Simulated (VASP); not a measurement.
Crystal: ScIr.

```
CELL_PARAMETERS angstrom
3.20600 0.00000 0.00000
0.00000 3.20600 0.00000
0.00000 0.00000 3.20600
ATOMIC_POSITIONS crystal
Sc 0.50000 0.50000 0.50000
Ir 0.00000 0.00000 0.00000
```

```yaml
Program: VASP 6.6.1
Task: relaxation of cell and atoms
Functional: LDA
Potentials_or_basis: VASP PAW LDA potentials, release 64 (Sc_sv, Ir_sv_GW)
Cutoff: 560 eV
k_mesh: 14 × 14 × 14
Occupations: fermi-dirac, width 0.08 eV
Spin: no spin polarisation
```

At the start: pressure -7.3 GPa; volume 16.48 Å³/atom.

Where does the relaxation end?

Over 4 steps the energy falls by 15.0 meV/atom and the volume is 15.84 Å³/atom (-3.9 %); space group Pm-3m (No. 221, to 0.1 Å) before and after.

The path:
```csv
step,energy change (eV),largest force (eV/Å),pressure (GPa),volume (Å³)
1,0.0000,0.0000,-7.28,32.95
2,0.0736,0.0000,16.29,29.51
3,-0.0300,0.0000,-0.19,31.70
4,-0.0301,0.0000,0.01,31.67
```

Final structure:
```
Sc Ir
1.0
     3.16401    0.00000    0.00000
     0.00000    3.16401    0.00000
     0.00000    0.00000    3.16401
Sc Ir
1 1
Direct
  0.50000 0.50000 0.50000
  0.00000 0.00000 0.00000
```
